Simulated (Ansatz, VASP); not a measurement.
This is a calculation of CsPbCl3 for VASP 6.6.1.

File INCAR:

```
ALGO = Normal
EDIFF = 1E-6
EDIFFG = -0.01
ENCUT = 600
GGA = PS
IBRION = 2
ISIF = 3
ISMEAR = -1
IVDW = 13
LASPH = T
LCHARG = F
LREAL = F
LWAVE = F
NELM = 80
NSW = 60
PREC = Accurate
SIGMA = 0.05
```

The input KPOINTS:

```
k-points
0
Gamma
  5 5 5
```

The input POSCAR:

```
CsPbCl3
1.0
    5.6050000000      0.0000000000      0.0000000000
    0.0000000000      5.6050000000      0.0000000000
    0.0000000000      0.0000000000      5.6050000000
Pb Cs Cl
1 1 3
Direct
    0.5000000000      0.5000000000      0.5000000000
    0.0000000000      0.0000000000      0.0000000000
    0.5000000000      0.0000000000      0.5000000000
    0.0000000000      0.5000000000      0.5000000000
    0.5000000000      0.5000000000      0.0000000000
```

Potentials or basis: VASP PAW PBE potentials, release 64 (Pb_d, Cs_sv, Cl).

The run is started by

```bash
$ cat potpaw_PBE.64/Pb_d/POTCAR potpaw_PBE.64/Cs_sv/POTCAR potpaw_PBE.64/Cl/POTCAR > POTCAR
$ mpirun -np 1 vasp_std > vasp.out
```

Task: Translate it to Ansatz 0.2.0. Potentials there: Ansatz PAW.

Result: As run (the cutoff follows the program's own potentials):

File input.yaml:

```yaml
crystal:
  lattice:
    - [5.605, 0.0, 0.0]
    - [0.0, 5.605, 0.0]
    - [0.0, 0.0, 5.605]
  atoms:
    - { symbol: Pb, position: [0.5, 0.5, 0.5] }
    - { symbol: Cs, position: [0.0, 0.0, 0.0] }
    - { symbol: Cl, position: [0.5, 0.0, 0.5] }
    - { symbol: Cl, position: [0.0, 0.5, 0.5] }
    - { symbol: Cl, position: [0.5, 0.5, 0.0] }
hamiltonian:
  xc: pbesol
  pseudopotentials: { kind: paw }
  dispersion: d4
kpoints:
  mp_grid: { grid: [5, 5, 5] }
scf:
  occupations: { method: fermi_dirac, width: 0.05 }
output:
  forces: true
  stress: true
relax:
  f_tol: 0.01
  max_steps: 40
  cell: { stress_tol: 0.05 }
```

Potentials or basis: Ansatz PAW.

The run is started by

```bash
$ ansatz run input.yaml --threads 2 --pin off --max-ram 5120MiB --backend cpu --events-out ev --progress --plain --runs-dir out
```

Both were run:

|  | VASP | Ansatz | Ansatz less VASP |
| --- | --- | --- | --- |
| relaxed volume (Å³/atom) | 34.81 | 34.78 | -0.027 |
| relaxed length of the cell vector where the two differ most in proportion (Å) | 5.583 | 5.582 | -0.0014 |

VASP's potentials were made for PBE, not for PBEsol.

Neither program's run includes spin-orbit coupling. Noted on Ansatz's run: odd divisions of the mesh miss points on the zone boundary, where band edges often lie, so the gap on the mesh can be too wide; the plane-wave basis is chosen anew once the cell has moved, so the energies of steps on either side of that aren't comparable.
